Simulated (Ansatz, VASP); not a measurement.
## C in VASP and in Ansatz

Contents of INCAR:

```
SYSTEM = C
  PREC = Accurate
  ENCUT = 600
  EDIFF = 1E-6
  ISMEAR = 0
  SIGMA = 0.1
  LREAL = .FALSE.
  LASPH = .TRUE.
  NELM = 100
  ALGO = Normal
  ISIF = 3
  LWAVE = .FALSE.
  LCHARG = .FALSE.
  IBRION = 2
  NSW = 80
  EDIFFG = -0.01
```

KPOINTS

```
Automatic mesh
0
G
  18 18 6
  0 0 0
```

The input POSCAR:

```
C
1.0
    1.2280479700     -2.1270618200      0.0000000000
    1.2280479700      2.1270618200      0.0000000000
    0.0000000000      0.0000000000      7.1732677600
C
4
Direct
    0.0833794600      0.9166205400      0.7531376000
    0.5833794600      0.4166205400      0.2468624000
    0.9166205400      0.0833794600      0.2468624000
    0.4166205400      0.5833794600      0.7531376000
```

Input for Ansatz:

```yaml
crystal:
  lattice:
    - [1.22804797, -2.12706182, 0.0]
    - [1.22804797, 2.12706182, 0.0]
    - [0.0, 0.0, 7.17326776]
  atoms:
    - { symbol: C, position: [0.08337946, 0.91662054, 0.7531376] }
    - { symbol: C, position: [0.58337946, 0.41662054, 0.2468624] }
    - { symbol: C, position: [0.91662054, 0.08337946, 0.2468624] }
    - { symbol: C, position: [0.41662054, 0.58337946, 0.7531376] }
basis:
  ecutwfc: 420
kpoints:
  mp_grid: { grid: [18, 18, 6] }
hamiltonian:
  xc: lda
scf:
  occupations: { method: gaussian, width: 0.1 }
output:
  forces: true
  stress: true
  eigenvalues: true
relax:
  adjacent_minimum: "off"
  f_tol: 0.01
  max_steps: 60
  cell: { stress_tol: 0.05 }
```

Alike in both runs: task relaxation of cell and atoms; functional LDA; k mesh 18 × 18 × 6; occupations gaussian, width 0.1 eV; no spin polarisation.

|  | VASP | Ansatz |
| --- | --- | --- |
| version | VASP 6.6.1 | Ansatz 0.2.0 |
| potentials or method | VASP PAW LDA potentials, release 64 (C), cutoff 600 eV | scalar-relativistic, plane waves, PAW |
| valence electrons in the cell | 16 | 16 |

|  | VASP | Ansatz | Ansatz less VASP |
| --- | --- | --- | --- |
| gap on the k mesh at the Fermi level, each at its own relaxed structure (eV) | none | none | - |
| relaxed volume (Å³/atom) | 8.58 | 8.72 | +0.136 |
| relaxed length of the cell vector where the two differ most in proportion (Å) | 6.624 | 6.735 | +0.1107 |

LDA's correlation is that of Perdew and Zunger in VASP and of Perdew and Wang (1992) in Ansatz. A gap of «none» marks a metal or a gap that the smearing closes.
